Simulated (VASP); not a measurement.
# Se (R-3m) in VASP: further runs

The runs below take Se through single point, relaxation of cell and atoms, with PBE.

All numbers are computed with VASP 6.6.1; they aren't measurements. Logs are shortened: lines on timing, memory, paths and dates and some standing lists are left out, and cuts for length are marked.

### 1 The cell of the first run

The structure is trigonal, space group R-3m (No. 166). Conventional cell: a = 2.990 Å, b = 2.990 Å, c = 5.530 Å, α = 90.00°, β = 90.00°, γ = 120.00°. Within 3.3 Å of Se (site symmetry -3m) lie 12 Se at 2.53 to 2.99 Å.

### 2 Single point, PBE

The input, INCAR:

```
ALGO = Normal ; EDIFF = 1E-7
ENCUT = 520 ; GGA = PE
ISIF = 2 ; ISMEAR = -1
LASPH = T ; LCHARG = F
LREAL = F ; LWAVE = F
NBANDS = 13 ; NELM = 80
PREC = Accurate ; SIGMA = 0.05
```

The input, KPOINTS:

```
k-points
0
Gamma
  14 14 14
```

The input, POSCAR:

```
Se
1.0
    1.4952355808     -0.8632746650      3.6866828254
    0.0000000000      1.7265493302      3.6866828254
   -1.4952355808     -0.8632746650      3.6866828254
Se
2
Direct
    0.2500000000      0.2500000000      0.2500000000
   -0.2500000000     -0.2500000000     -0.2500000000
```

Potentials or basis: VASP PAW PBE potentials, release 64 (Se).

Run with:

```console
$ cat potpaw_PBE.64/Se/POTCAR > POTCAR
$ mpirun -np 1 vasp_std > vasp.out
```

OUTCAR:

```text
EDIFF = 1E-7
   ENCUT = 520
   GGA = PE
   ISIF = 2
   ISMEAR = -1
   LASPH = T
   LREAL = F
   NELM = 80
   PREC = Accurate

 ion  position               nearest neighbor table
   1  0.250  0.250  0.250-   2 2.53   2 2.53   2 2.53   2 2.53   2 2.53   2 2.53
   2  0.750  0.750  0.750-   1 2.53   1 2.53   1 2.53   1 2.53   1 2.53   1 2.53

  LATTYP: Found a trigonal (rhomboedric) cell.
 ALAT       =     4.0709461854
 COS(alpha) =     0.7301897037

  Lattice vectors:

 A1 = (   1.4952355808,  -0.8632746650,   3.6866828254)
 A2 = (   0.0000000000,   1.7265493302,   3.6866828254)
 A3 = (  -1.4952355808,  -0.8632746650,   3.6866828254)

Analysis of symmetry for initial positions (statically):
=====================================================================
 Subroutine PRICEL returns following result:

  LATTYP: Found a trigonal (rhomboedric) cell.
 ALAT       =     2.5256445026
 COS(alpha) =     0.2990213365

  Lattice vectors:

 A1 = (   1.4952355808,   0.8632746651,   1.8433414127)
 A2 = (  -1.4952355808,   0.8632746651,   1.8433414127)
 A3 = (   0.0000000000,  -1.7265493301,   1.8433414127)

   2 primitive cells build up your supercell.

 Routine SETGRP: Setting up the symmetry group for a
 trigonal (rhombohedral) supercell.

 Subroutine GETGRP returns: Found 12 space group operations
 (whereof 12 operations were pure point group operations)
 out of a pool of 12 trial point group operations.

The static configuration has the point symmetry D_3d.

Analysis of symmetry for dynamics (positions and initial velocities):
=====================================================================
 Subroutine PRICEL returns following result:

  LATTYP: Found a trigonal (rhomboedric) cell.
 ALAT       =     2.5256445026
 COS(alpha) =     0.2990213365

  Lattice vectors:

 A1 = (   1.4952355808,   0.8632746651,   1.8433414127)
 A2 = (  -1.4952355808,   0.8632746651,   1.8433414127)
 A3 = (   0.0000000000,  -1.7265493301,   1.8433414127)

   2 primitive cells build up your supercell.

 Routine SETGRP: Setting up the symmetry group for a
 trigonal (rhombohedral) supercell.

 Subroutine GETGRP returns: Found 12 space group operations
 (whereof 12 operations were pure point group operations)
 out of a pool of 12 trial point group operations.

The dynamic configuration has the point symmetry D_3d.

 Subroutine INISYM returns: Found 12 space group operations
 (whereof 12 operations are pure point group operations),
 and found     2 'primitive' translations

----------------------------------------------------------------------------------------

                                     Primitive cell

  volume of cell :      14.2763

  direct lattice vectors                    reciprocal lattice vectors
     1.495235581  0.863274665  1.843341413     0.334395467  0.193063313  0.180831034
    -1.495235581  0.863274665  1.843341413    -0.334395467  0.193063313  0.180831034
     0.000000000 -1.726549330  1.843341413     0.000000000 -0.386126626  0.180831034

  length of vectors
     2.525644503  2.525644503  2.525644503     0.426372647  0.426372647  0.426372647

  position of ions in fractional coordinates (direct lattice)
     0.500000000  0.500000000  0.500000000

  ion indices of the primitive-cell ions
   primitive index   ion index
                 1           1

----------------------------------------------------------------------------------------

 KPOINTS: k-points

Automatic generation of k-mesh.
 Grid dimensions read from file:
 generate k-points for:   14   14   14

 Generating k-lattice:

  Cartesian coordinates                     Fractional coordinates (reciprocal lattice)
     0.023885390 -0.013790237  0.006458251     0.071428571  0.000000000  0.000000000
     0.000000000  0.027580473  0.006458251     0.000000000  0.071428571  0.000000000
    -0.023885390 -0.013790237  0.006458251     0.000000000  0.000000000  0.071428571

  Length of vectors
     0.028326516  0.028326516  0.028326516

  Shift w.r.t. Gamma in fractional coordinates (k-lattice)
     0.000000000  0.000000000  0.000000000

 Subroutine IBZKPT returns following result:
 ===========================================

 Found    288 irreducible k-points:

 Following reciprocal coordinates:
            Coordinates               Weight
  0.000000  0.000000  0.000000      1.000000
  0.071429  0.000000  0.000000      6.000000
  0.142857  0.000000 -0.000000      6.000000
  0.214286  0.000000  0.000000      6.000000
  0.285714  0.000000  0.000000      6.000000
  0.357143  0.000000  0.000000      6.000000
[... 16 lines left out ...]
  0.214286  0.142857  0.000000     12.000000
  0.285714  0.142857  0.000000     12.000000
 [... further k-points ...]
   k-points           NKPTS =    288   k-points in BZ     NKDIM =    288   number of bands    NBANDS=     13
   number of dos      NEDOS =    301   number of ions     NIONS =      2
   total plane-waves  NPLWV =  27000
   dimension x,y,z NGX =    30 NGY =   30 NGZ =   30
   dimension x,y,z NGXF=    60 NGYF=   60 NGZF=   60
   ions per type =               2
   NGX,Y,Z   is equivalent  to a cutoff of  12.25, 12.25, 12.25 a.u.
   NGXF,Y,Z  is equivalent  to a cutoff of  24.50, 24.50, 24.50 a.u.
 SYSTEM =  unknown system
   PREC   = accura    normal or accurate (medium, high low for compatibility)
   ISTART =      0    job   : 0-new  1-cont  2-samecut
   ICHARG =      2    charge: 1-file 2-atom 10-const
   ISPIN  =      1    spin polarized calculation?
   LNONCOLLINEAR =      F non collinear calculations
   LSORBIT =      F    spin-orbit coupling
   LASPH  =      T    aspherical Exc in radial PAW
   ENCUT  =  520.0 eV  38.22 Ry    6.18 a.u.   7.57  7.57  7.57*2*pi/ulx,y,z
   NELM   =     80;   NELMIN=  2; NELMDL= -5     # of ELM steps
   EDIFF  = 0.1E-06   stopping-criterion for ELM
   LREAL  =      F    real-space projection
   EDIFFG = 0.1E-05   stopping-criterion for IOM
   NSW    =      0    number of steps for IOM
   IBRION =     -1    ionic relax: 0-MD 1-quasi-New 2-CG
   NFREE  =      0    steps in history (QN), initial steepest desc. (CG)
   ISIF   =      2    stress and relaxation
   ISYM   =      2    0-nonsym 1-usesym 2-fastsym
   POTIM  = 0.5000    time-step for ionic-motion
   TEBEG  =    0.0;   TEEND  =   0.0 temperature during run
   PSTRESS=    0.0 pullay stress
   NELECT =      12.0000    total number of electrons
   NUPDOWN=      -1.0000    fix difference up-down
   EMIN   =  10.00;   EMAX   =-10.00  energy-range for DOS
   EFERMI =   0.00;   METHOD = LEGACY
   ISMEAR =    -1;   SIGMA  =   0.05  broadening in eV -4-tet -1-fermi 0-gaus
   EFERMI_NEDOS =   21; number of points for ismear=-14 and -15
   IALGO  =     38    algorithm
   IMIX   =      4    mixing-type and parameters
     AMIX     =   0.40;   BMIX     =  1.00
     AMIX_MAG =   1.60;   BMIX_MAG =  1.00
  volume/ion in A,a.u.               =      14.28        96.34
  Fermi-wavevector in a.u.,A,eV,Ry     =   1.226272  2.317317 20.459655  1.503742
  Thomas-Fermi vector in A             =   2.361279
   LORBIT       =      0    0 simple, 1 ext, 2 COOP (PROOUT), +10 PAW based schemes
   GGA     = PE    functional components
   LHFCALC =     F    Hartree Fock is set to
   AEXX    =    0.0000 exact exchange contribution
   IVDW    =     0    specifies the selected vdW correction
   LEPSILON=     F    determine dielectric tensor
   LRPA    =     F    only Hartree local field effects (RPA)
 non-spin polarized calculation
  energy-cutoff  :      520.00
  volume of cell :       28.55
 maximum number of plane-waves:       799
   NGX = 15   NGY = 15   NGZ = 15

 number of electron      12.0000001 magnetization

 Free energy of the ion-electron system (eV)
  ---------------------------------------------------
  ext. energy  EPLUGINS =         0.00000000
  ---------------------------------------------------
  free energy    TOTEN  =        -4.14898897 eV

  energy without entropy =       -4.14260202  energy(sigma->0) =       -4.14579550

 E-fermi :  10.7426     XC(G=0): -12.2185

 val. band max:       10.7375497922   @ k =  -0.0714   0.5000   0.0714
 cond. band min:      10.7630630734   @ k =  -0.3571   0.0714   0.0714
 fundamental gap:      0.0255132813
 Fermi energy:        10.7426111733

 k-point     1 :       0.0000    0.0000    0.0000
  band No.  band energies     occupation
      1      -9.6856      2.00000
      2       0.1401      2.00000
      3       1.5843      2.00000
      4       9.7792      2.00000
      5       9.7792      2.00000
      6      13.9961      0.00000
      7      13.9961      0.00000
      8      16.1218      0.00000
      9      16.5318      0.00000
     10      18.7289      0.00000
     11      18.7289      0.00000
     12      20.1352      0.00000
     13      20.1352      0.00000

 k-point     2 :       0.0714    0.0000    0.0000
  band No.  band energies     occupation
      1      -9.5742      2.00000
      2       0.0371      2.00000
      3       1.8327      2.00000
      4       9.0340      2.00000
      5       9.6667      2.00000
      6      13.4186      0.00000
      7      13.5854      0.00000
      8      15.7287      0.00000
      9      16.7090      0.00000
     10      18.1940      0.00000
     11      19.0663      0.00000
     12      20.7193      0.00000
     13      21.1946      0.00000

 k-point     3 :       0.1429    0.0000   -0.0000
  band No.  band energies     occupation
      1      -9.2411      2.00000
      2      -0.1683      2.00000
      3       2.4345      2.00000
      4       7.4736      2.00000
      5       9.3882      2.00000
      6      11.9905      0.00000
      7      12.6698      0.00000
      8      14.4413      0.00000
      9      16.6038      0.00000
     10      18.9295      0.00000
     11      20.0187      0.00000
     12      22.1411      0.00000
     13      22.9751      0.00000
[... 305 lines left out ...]
 k-point    23 :       0.2143    0.1429    0.0000
  band No.  band energies     occupation
      1      -8.8039      2.00000
      2      -1.0622      2.00000
      3       3.5554      2.00000
      4       7.3295      2.00000
      5       8.5858      2.00000
      6       8.9673      2.00000
      7      13.1911      0.00000
      8      15.4768      0.00000
      9      16.0720      0.00000
     10      19.4598      0.00000
     11      21.4201      0.00000
     12      22.4142      0.00000
     13      24.0604      0.00000

 k-point    24 :       0.2857    0.1429    0.0000
  band No.  band energies     occupation
      1      -8.2217      2.00000
      2      -1.2341      2.00000
      3       3.6651      2.00000
      4       6.3512      2.00000
      5       7.7735      2.00000
      6       8.5408      2.00000
      7      11.6458      0.00000
      8      14.8159      0.00000
      9      16.9766      0.00000
     10      19.2963      0.00000
     11      22.5181      0.00000
     12      23.2718      0.00000
     13      24.5668      0.00000

 [... further k-points ...]
[... 5 lines left out ...]
  --------------------------------------------------------------------------------------
  -------------------------------------------------------------------------------------
  Total       11.8481848     11.8481848     11.9153821      0.0000000      0.0000000      0.0000000
  in kB      664.8394112    664.8394112    668.6100655      0.0000000      0.0000000      0.0000000
  external PRESSURE =     666.0962960 kB  Pullay stress =       0.0000000 kB

 VOLUME and BASIS-vectors are now :
 -----------------------------------------------------------------------------
  energy-cutoff  :      520.00
  volume of cell :       28.55
      direct lattice vectors                 reciprocal lattice vectors
     1.495235581 -0.863274665  3.686682825     0.334395467 -0.193063313  0.090415517
     0.000000000  1.726549330  3.686682825     0.000000000  0.386126626  0.090415517
    -1.495235581 -0.863274665  3.686682825    -0.334395467 -0.193063313  0.090415517

 POSITION                                       TOTAL-FORCE (eV/Angst)
 -----------------------------------------------------------------------------------
      0.00000      0.00000      2.76501        -0.000000     -0.000000      0.000000
      0.00000      0.00000      8.29504         0.000000      0.000000     -0.000000
 -----------------------------------------------------------------------------------
    total drift:                                0.000000     -0.000000      0.000000

  FREE ENERGIE OF THE ION-ELECTRON SYSTEM (eV)
  ---------------------------------------------------
  free  energy   TOTEN  =        -4.1489889685 eV

  energy  without entropy=       -4.1426020250  energy(sigma->0) =       -4.14579550
```

It took 2.6 min on 1 thread of AMD EPYC 9755, shared host; peak memory 0.2 GiB.

Results:

```
Free energy            : -4.1490 eV
Pressure               : 66.6 GPa
Band gap on the k mesh : zero (bands 6 and 7 overlap by 7.06 eV)
```

Caveat: the cell stands under pressure.

### 3 Relaxation of cell and atoms, PBE, target pressure 66 GPa, at which the enthalpy is minimised

The input, INCAR:

```
ALGO = Normal ; EDIFF = 1E-6
EDIFFG = -0.005 ; ENCUT = 600
GGA = PE ; IBRION = 2
ISIF = 3 ; ISMEAR = -1
LASPH = True ; LCHARG = False
LREAL = False ; LWAVE = False
NELM = 60 ; NSW = 32
PREC = Accurate ; PSTRESS = 660.0
SIGMA = 0.05
```

KPOINTS is that of step 2.

The input, POSCAR:

```
Se
1.0
    1.4952520862     -0.8632841945      3.6870645453
    0.0000000000      1.7265683890      3.6870645452
   -1.4952520862     -0.8632841945      3.6870645453
Se
2
Direct
    0.2499999294      0.2499999294      0.2499999294
   -0.2499999294     -0.2499999294     -0.2499999294
```

Potentials or basis: VASP PAW PBE potentials, release 64 (Se).

Run with:

```console
$ cat potpaw_PBE.64/Se/POTCAR > POTCAR
$ mpirun -np 1 vasp_std > vasp.out
```

Run time: 6.3 min. Hardware: 1 thread of AMD EPYC 9755, shared host; peak memory 0.24 GiB.

It converged, with:

```
Free energy                                                : -4.1693 eV
Relaxed volume                                             : 14.30 Å³/atom
Relaxed cell                                               : a = 4.075 Å, b = 4.075 Å, c = 4.075 Å, α = 43.07°, β = 43.07°, γ = 43.07°
Space group after relaxing (to 0.1 Å)                      : R-3m (No. 166)
Energy change on relaxing (the run minimises the enthalpy) : -9.3 meV/atom
Ionic steps                                                : 5
Pressure after relaxing                                    : 66.0 GPa
Band gap on the k mesh                                     : zero (bands 6 and 7 overlap by 7.04 eV)
```

Stress tensor (GPa, compression positive):
```
65.95  0.00  0.00
 0.00 65.95  0.00
 0.00  0.00 66.04
```

Step by step:
```csv
step,energy change (eV),largest force (eV/Å),pressure (GPa),volume (Å³)
1,0.0000,0.0000,66.56,28.56
2,-0.0838,0.0000,64.23,28.76
3,-0.0203,0.0000,65.97,28.61
4,-0.0199,0.0000,66.00,28.60
5,-0.0186,0.0000,65.98,28.60
```

Final structure:
```
Se
1.0
     1.49565   -0.86351    3.69090
     0.00000    1.72703    3.69090
    -1.49565   -0.86351    3.69090
Se
2
Direct
  0.25000 0.25000 0.25000
  0.75000 0.75000 0.75000
```

Levels at points of the mesh, in eV from the Fermi level:
```csv
k point,band 2,band 3,band 4,band 5,band 6,band 7,band 8,band 9,band 10
"(0.00, 0.00, 0.00)",-10.61,-9.15,-0.95,-0.95,3.25,3.25,5.39,5.79,8.00
"(0.50, 0.00, 0.00)",-15.24,-6.10,-6.10,-2.35,-2.35,-1.83,-1.83,5.71,5.71
"(0.50, 0.50, 0.00)",-12.16,-10.82,-9.17,-4.50,1.84,2.83,3.71,4.85,8.25
"(0.50, 0.50, 0.50)",-17.74,0.32,0.32,0.32,0.32,1.21,1.21,7.37,7.37
```

Caveat: the cell is relaxed towards a set pressure, so the run minimises the enthalpy, not the energy.

[end of part 1 of 2]

The gap in the log of VASP goes by the Fermi energy; the results here count the filled bands.